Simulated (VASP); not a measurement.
The system is TiO2.

```
CELL_PARAMETERS angstrom
2.64397 -2.64398 -0.01946
2.64397 2.64398 -0.01946
-2.60762 0.00000 4.74759
ATOMIC_POSITIONS crystal
Ti 0.10486 0.90315 0.24601
Ti 0.85469 0.15332 0.74601
O 0.34303 0.06900 0.66794
O 0.67719 0.90276 0.33605
O 0.92699 0.65296 0.83605
O 0.09323 0.31881 0.16794
```

```yaml
Program: VASP 6.6.1
Task: relaxation of cell and atoms
Functional: LDA
Potentials_or_basis: VASP PAW LDA potentials, release 64 (Ti_sv, O)
Cutoff: 600 eV
k_mesh: 6 × 6 × 6
Occupations: gaussian, width 0.05 eV
Spin: no spin polarisation
```

At the start: pressure 6.2 GPa; volume 11.02 Å³/atom.

**Question.** Where does the relaxation end?

**Answer.** Over 16 steps the energy falls by 55.9 meV/atom and the volume is 11.06 Å³/atom (+0.4 %); space group Cc (No. 9, to 0.1 Å) before, I4_1/amd (No. 141, to 0.1 Å).

Step by step:
```
step  energy change (eV)  largest force (eV/Å)  pressure (GPa)  volume (Å³)
   1              0.0000                2.1577            6.22        66.11
   2             -0.0738                1.1972          -11.15        70.26
   3             -0.2184                0.8891           -4.41        68.09
   4             -0.3037                0.4298            1.10        66.15
   5             -0.3038                0.4148            0.86        66.22
   6             -0.3254                0.2056            0.62        66.10
   7             -0.3254                0.2074            0.62        66.10
   8             -0.3317                0.1323           -0.51        66.44
   9             -0.3329                0.0882           -1.22        66.67
  10             -0.3350                0.0627            0.45        66.24
  11             -0.3353                0.0389            0.01        66.35
  12             -0.3355                0.0152            0.06        66.32
  13             -0.3355                0.0159            0.08        66.32
  14             -0.3356                0.0115           -0.03        66.35
  15             -0.3356                0.0115           -0.05        66.36
  16             -0.3356                0.0053           -0.01        66.35
```

Final structure:
```
Ti O
1.0
     2.64932   -2.64955   -0.01955
     2.64925    2.64939   -0.01990
    -2.61338   -0.00026    4.74594
Ti O
2 4
Direct
  0.12519 0.87520 0.24997
  0.87475 0.12490 0.74997
  0.33320 0.08329 0.66654
  0.66680 0.91659 0.33349
  0.91669 0.66675 0.83351
  0.08337 0.33327 0.16652
```
